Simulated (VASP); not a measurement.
# Te2Mo (P1) in VASP: single point with PBEsol

Aim: the single point of Te2Mo with PBEsol.

All numbers are computed with VASP 6.6.1; they aren't measurements. Logs are shortened: lines on timing, memory, paths and dates and some standing lists are left out, and cuts for length are marked.

### Step 1. The cell of the first run

The typed cell holds 6 atoms: a = 3.243 Å, b = 3.357 Å, c = 13.699 Å, α = 84.64°, β = 90.13°, γ = 116.82°.

### Step 2. Single point, PBEsol (atoms moved at random and the cell strained at random)

INCAR reads:

```
ALGO = Normal
EDIFF = 1E-6
ENCUT = 520
GGA = PS
ISIF = 2
ISMEAR = 0
LASPH = True
LCHARG = False
LREAL = False
LWAVE = False
NBANDS = 35
NELM = 80
PREC = Accurate
SIGMA = 0.05
```

KPOINTS reads:

```
k-points
0
Gamma
  12 12 2
```

POSCAR reads:

```
Te2Mo
1.0
    3.2426147447      0.0599702240     -0.0054058125
   -1.5693716348      2.9629300932      0.1569961228
   -0.0216736290      0.7143102113     13.6803209483
Te Mo
4 2
Direct
    0.3490761903      0.6736519640      0.6197109624
    0.6510691522      0.3148212804      0.1223070374
    0.3415393730      0.6767650963      0.8809426168
    0.6559348096      0.3285173019      0.3746034719
    0.3450831169      0.6798766860      0.2518832670
    0.6572973579      0.3263676713      0.7505526445
```

Potentials or basis: VASP PAW PBE potentials, release 64 (Te, Mo_sv).

Run with:

```
cat potpaw_PBE.64/Te/POTCAR potpaw_PBE.64/Mo_sv/POTCAR > POTCAR
mpirun -np 1 vasp_std > vasp.out
```

OUTCAR:

```text
EDIFF = 1E-6
   ENCUT = 520
   GGA = PS
   ISIF = 2
   ISMEAR = 0
   LASPH = True
   LREAL = False
   NELM = 80
   PREC = Accurate

 ion  position               nearest neighbor table
   1  0.349  0.674  0.620-   6 2.49   6 2.62   6 2.79   3 3.58
   2  0.651  0.315  0.122-   5 2.46   5 2.67   5 2.76   4 3.46
   3  0.342  0.677  0.881-   6 2.50   6 2.67   6 2.74   1 3.58
   4  0.656  0.329  0.375-   5 2.43   5 2.55   5 2.70   2 3.46
   5  0.345  0.680  0.252-   4 2.43   2 2.46   4 2.55   2 2.67   4 2.70   2 2.76
   6  0.657  0.326  0.751-   1 2.49   3 2.50   1 2.62   3 2.67   3 2.74   1 2.79

  LATTYP: Found a triclinic cell.
 ALAT       =     5.6221671362
 B/A-ratio  =     0.5768547396
 C/A-ratio  =     2.4366002860
 COS(alpha) =     0.0022822271
 COS(beta)  =     0.0571245963
 COS(gamma) =     0.8462481245

  Lattice vectors:

 A1 = (  -4.8119863795,   2.9029598692,   0.1624019353)
 A2 = (  -3.2426147447,  -0.0599702240,   0.0054058125)
 A3 = (  -0.0216736290,   0.7143102113,  13.6803209483)

Analysis of symmetry for initial positions (statically):
=====================================================================
 Subroutine PRICEL returns:
 Original cell was already a primitive cell.

 Routine SETGRP: Setting up the symmetry group for a
 triclinic supercell.

 Subroutine GETGRP returns: Found  1 space group operations
 (whereof  1 operations were pure point group operations)
 out of a pool of  2 trial point group operations.

The static configuration has the point symmetry C_1 .

Analysis of symmetry for dynamics (positions and initial velocities):
=====================================================================
 Subroutine PRICEL returns:
 Original cell was already a primitive cell.

 Routine SETGRP: Setting up the symmetry group for a
 triclinic supercell.

 Subroutine GETGRP returns: Found  1 space group operations
 (whereof  1 operations were pure point group operations)
 out of a pool of  2 trial point group operations.

The dynamic configuration has the point symmetry C_1 .

 Subroutine INISYM returns: Found  1 space group operations
 (whereof  1 operations are pure point group operations),
 and found     1 'primitive' translations

----------------------------------------------------------------------------------------

                                     Primitive cell

  volume of cell :     132.3650

  direct lattice vectors                    reciprocal lattice vectors
     3.242614745  0.059970224 -0.005405813     0.305380483  0.162173560 -0.007983989
    -1.569371635  2.962930093  0.156996123    -0.006227275  0.335133078 -0.017508650
    -0.021673629  0.714310211 13.680320948     0.000192136 -0.003781923  0.073295476

  length of vectors
     3.243173759  3.356565186 13.698974052     0.345863046  0.335647898  0.073393233

  position of ions in fractional coordinates (direct lattice)
     0.349076190  0.673651964  0.619710962
     0.651069152  0.314821280  0.122307037
     0.341539373  0.676765096  0.880942617
     0.655934810  0.328517302  0.374603472
     0.345083117  0.679876686  0.251883267
     0.657297358  0.326367671  0.750552644

  ion indices of the primitive-cell ions
   primitive index   ion index
                 1           1
                 2           2
                 3           3
                 4           4
                 5           5
                 6           6

----------------------------------------------------------------------------------------

 KPOINTS: k-points

Automatic generation of k-mesh.
 Grid dimensions read from file:
 generate k-points for:   12   12    2

 Generating k-lattice:

  Cartesian coordinates                     Fractional coordinates (reciprocal lattice)
     0.025448374  0.013514463 -0.000665332     0.083333333 -0.000000000  0.000000000
    -0.000518940  0.027927756 -0.001459054     0.000000000  0.083333333 -0.000000000
     0.000096068 -0.001890961  0.036647738     0.000000000 -0.000000000  0.500000000

  Length of vectors
     0.028821921  0.027970658  0.036696616

  Shift w.r.t. Gamma in fractional coordinates (k-lattice)
     0.000000000  0.000000000  0.000000000

 Subroutine IBZKPT returns following result:
 ===========================================

 Found    148 irreducible k-points:

 Following reciprocal coordinates:
            Coordinates               Weight
  0.000000  0.000000  0.000000      1.000000
  0.083333  0.000000  0.000000      2.000000
  0.166667  0.000000  0.000000      2.000000
  0.250000 -0.000000  0.000000      2.000000
  0.333333  0.000000  0.000000      2.000000
  0.416667  0.000000  0.000000      2.000000
[... 16 lines left out ...]
  0.250000  0.166667  0.000000      2.000000
  0.333333  0.166667  0.000000      2.000000
 [... further k-points ...]
   k-points           NKPTS =    148   k-points in BZ     NKDIM =    148   number of bands    NBANDS=     35
   number of dos      NEDOS =    301   number of ions     NIONS =      6
   total plane-waves  NPLWV =  72576
   dimension x,y,z NGX =    24 NGY =   28 NGZ =  108
   dimension x,y,z NGXF=    48 NGYF=   56 NGZF=  216
   ions per type =               4   2
   NGX,Y,Z   is equivalent  to a cutoff of  12.30, 13.87, 13.11 a.u.
   NGXF,Y,Z  is equivalent  to a cutoff of  24.60, 27.74, 26.21 a.u.
 SYSTEM =  unknown system
   PREC   = accura    normal or accurate (medium, high low for compatibility)
   ISTART =      0    job   : 0-new  1-cont  2-samecut
   ICHARG =      2    charge: 1-file 2-atom 10-const
   ISPIN  =      1    spin polarized calculation?
   LNONCOLLINEAR =      F non collinear calculations
   LSORBIT =      F    spin-orbit coupling
   LASPH  =      T    aspherical Exc in radial PAW
   ENCUT  =  520.0 eV  38.22 Ry    6.18 a.u.   6.03  6.24 25.47*2*pi/ulx,y,z
   NELM   =     80;   NELMIN=  2; NELMDL= -5     # of ELM steps
   EDIFF  = 0.1E-05   stopping-criterion for ELM
   LREAL  =      F    real-space projection
   EDIFFG = 0.1E-04   stopping-criterion for IOM
   NSW    =      0    number of steps for IOM
   IBRION =     -1    ionic relax: 0-MD 1-quasi-New 2-CG
   NFREE  =      0    steps in history (QN), initial steepest desc. (CG)
   ISIF   =      2    stress and relaxation
   ISYM   =      2    0-nonsym 1-usesym 2-fastsym
   POTIM  = 0.5000    time-step for ionic-motion
   TEBEG  =    0.0;   TEEND  =   0.0 temperature during run
   PSTRESS=    0.0 pullay stress
   NELECT =      52.0000    total number of electrons
   NUPDOWN=      -1.0000    fix difference up-down
   EMIN   =  10.00;   EMAX   =-10.00  energy-range for DOS
   EFERMI =   0.00;   METHOD = LEGACY
   ISMEAR =     0;   SIGMA  =   0.05  broadening in eV -4-tet -1-fermi 0-gaus
   EFERMI_NEDOS =   21; number of points for ismear=-14 and -15
   IALGO  =     38    algorithm
   IMIX   =      4    mixing-type and parameters
     AMIX     =   0.40;   BMIX     =  1.00
     AMIX_MAG =   1.60;   BMIX_MAG =  1.00
  volume/ion in A,a.u.               =      22.06       148.87
  Fermi-wavevector in a.u.,A,eV,Ry     =   1.198997  2.265776 19.559662  1.437595
  Thomas-Fermi vector in A             =   2.334872
   LORBIT       =      0    0 simple, 1 ext, 2 COOP (PROOUT), +10 PAW based schemes
   GGA     = PS    functional components
   LHFCALC =     F    Hartree Fock is set to
   AEXX    =    0.0000 exact exchange contribution
   IVDW    =     0    specifies the selected vdW correction
   LEPSILON=     F    determine dielectric tensor
   LRPA    =     F    only Hartree local field effects (RPA)
 non-spin polarized calculation
 Gauss-broadening in eV      SIGMA  =   0.05
  energy-cutoff  :      520.00
  volume of cell :      132.37
 maximum number of plane-waves:      3605
   NGX = 13   NGY = 13   NGZ = 51

 number of electron      51.9999999 magnetization

 Free energy of the ion-electron system (eV)
  ---------------------------------------------------
  ext. energy  EPLUGINS =         0.00000000
  ---------------------------------------------------
  free energy    TOTEN  =       -37.58738992 eV

  energy without entropy =      -37.58722247  energy(sigma->0) =      -37.58730619

 E-fermi :  10.3026     XC(G=0): -11.1535

 val. band max:       10.2717107852   @ k =   0.0000   0.5000   0.0000
 cond. band min:      10.3523552510   @ k =  -0.4167   0.2500   0.0000
 fundamental gap:      0.0806444658
 Fermi energy:        10.3026480019

 k-point     1 :       0.0000    0.0000    0.0000
  band No.  band energies     occupation
      1     -50.8353      2.00000
      2     -50.7881      2.00000
      3     -25.2417      2.00000
      4     -25.1558      2.00000
      5     -24.9759      2.00000
      6     -24.8984      2.00000
[... 27 lines left out ...]
     34      14.5171      0.00000
     35      16.4292      0.00000

 k-point     2 :       0.0833    0.0000    0.0000
  band No.  band energies     occupation
      1     -50.8338      2.00000
      2     -50.7866      2.00000
      3     -25.2380      2.00000
      4     -25.1521      2.00000
      5     -24.9806      2.00000
      6     -24.9031      2.00000
[... 27 lines left out ...]
     34      13.9249      0.00000
     35      16.7362      0.00000

 k-point     3 :       0.1667    0.0000    0.0000
  band No.  band energies     occupation
      1     -50.8295      2.00000
      2     -50.7826      2.00000
      3     -25.2278      2.00000
      4     -25.1422      2.00000
      5     -24.9967      2.00000
      6     -24.9187      2.00000
[... 27 lines left out ...]
     34      13.7992      0.00000
     35      16.6234      0.00000
[... 723 lines left out ...]
 k-point    23 :       0.2500    0.1667    0.0000
  band No.  band energies     occupation
      1     -50.8178      2.00000
      2     -50.7715      2.00000
      3     -25.2111      2.00000
      4     -25.1183      2.00000
      5     -25.0840      2.00000
      6     -25.0085      2.00000
[... 27 lines left out ...]
     34      14.2324      0.00000
     35      15.6089      0.00000

 k-point    24 :       0.3333    0.1667    0.0000
  band No.  band energies     occupation
      1     -50.8132      2.00000
      2     -50.7672      2.00000
      3     -25.2021      2.00000
      4     -25.1090      2.00000
      5     -25.1049      2.00000
      6     -25.0247      2.00000
[... 27 lines left out ...]
     34      14.3538      0.00000
     35      14.5728      0.00000

 [... further k-points ...]

------------------------ aborting loop because EDIFF is reached ----------------------------------------

  FORCE on cell =-STRESS in cart. coord.  units (eV):
  Direction    XX          YY          ZZ          XY          YZ          ZX
  --------------------------------------------------------------------------------------
  -------------------------------------------------------------------------------------
  Total       17.4786906     11.2988134     16.6521519     -3.3670830    -13.9038094      2.3489155
  in kB      211.5661967    136.7635041    201.5615771    -40.7559676   -168.2949906     28.4318283
  external PRESSURE =     183.2970926 kB  Pullay stress =       0.0000000 kB

 VOLUME and BASIS-vectors are now :
 -----------------------------------------------------------------------------
  energy-cutoff  :      520.00
  volume of cell :      132.37
      direct lattice vectors                 reciprocal lattice vectors
     3.242614745  0.059970224 -0.005405813     0.305380483  0.162173560 -0.007983989
    -1.569371635  2.962930093  0.156996123    -0.006227275  0.335133078 -0.017508650
    -0.021673629  0.714310211 13.680320948     0.000192136 -0.003781923  0.073295476

 POSITION                                       TOTAL-FORCE (eV/Angst)
 -----------------------------------------------------------------------------------
      0.06128      2.45958      8.58172        -1.000615      1.261417     -1.715545
      1.61444      1.05920      1.71911         0.360216      2.445948     -2.117832
      0.02629      2.65496     12.15598        -0.325347     -1.862682      1.500138
      1.60326      1.28029      5.17273         1.133062     -1.645306      3.680852
      0.04653      2.21504      3.55072        -1.474554     -0.772008     -1.548272
      1.60290      1.54255     10.31549         1.307238      0.572632      0.200657
 -----------------------------------------------------------------------------------
    total drift:                               -0.000030     -0.000174     -0.000148

  FREE ENERGIE OF THE ION-ELECTRON SYSTEM (eV)
  ---------------------------------------------------
  free  energy   TOTEN  =       -37.5873899223 eV

  energy  without entropy=      -37.5872224675  energy(sigma->0) =      -37.58730619
```

It took 5.2 min on 1 thread of Intel Xeon 6975P-C (Granite Rapids), shared host; peak memory 0.65 GiB.

What came out:

| Quantity | Value |
| --- | --- |
| Free energy | -37.5874 eV |
| Pressure | 18.3 GPa |
| Largest force | 4.188 eV/Å |
| Band gap on the k mesh | 0.08 eV (least direct gap 0.93 eV) |

Forces in eV/Å, atoms in the order of the input:
```
Te  -1.001  1.261 -1.716
Te   0.360  2.446 -2.118
Te  -0.325 -1.863  1.500
Te   1.133 -1.645  3.681
Mo  -1.475 -0.772 -1.548
Mo   1.307  0.573  0.201
```

Stress tensor (GPa, compression positive):
```
 21.16  -4.08   2.84
 -4.08  13.68 -16.83
  2.84 -16.83  20.16
```

Levels at points of the mesh, in eV from the valence-band top:
```
           k point  band 22  band 23  band 24  band 25  band 26  band 27  band 28  band 29  band 30  band 31
(0.00, 0.00, 0.00)    -1.65    -1.37    -1.21    -0.95    -0.57     2.50     2.63     2.82     3.07     3.21
(0.50, 0.00, 0.00)    -2.53    -1.66    -1.55    -0.91    -0.59     0.74     0.89     1.24     1.58     2.21
(0.00, 0.50, 0.00)    -2.63    -1.99    -1.62    -0.32     0.00     0.93     1.06     1.18     1.34     2.27
(0.50, 0.50, 0.00)    -2.51    -1.79    -1.59    -1.25    -1.07     0.80     0.97     1.19     1.62     2.17
(0.00, 0.00, 0.50)    -1.80    -1.36    -1.20    -0.84    -0.59     2.53     2.60     2.90     3.01     3.22
(0.50, 0.00, 0.50)    -2.44    -1.72    -1.50    -0.85    -0.66     0.75     0.92     1.38     1.48     2.46
(0.00, 0.50, 0.50)    -2.60    -2.14    -1.55    -0.26    -0.06     0.94     1.09     1.14     1.36     2.38
(0.50, 0.50, 0.50)    -2.44    -1.80    -1.58    -1.23    -1.10     0.83     1.02     1.36     1.43     2.42
```

Caveat: the cell differs from its parent crystal (atoms moved at random and the cell strained at random); the cell stands under pressure; the PAW data sets were made with another functional, which shifts forces and pressure a little; spin-orbit coupling is left out, which moves the levels of the heavy elements.
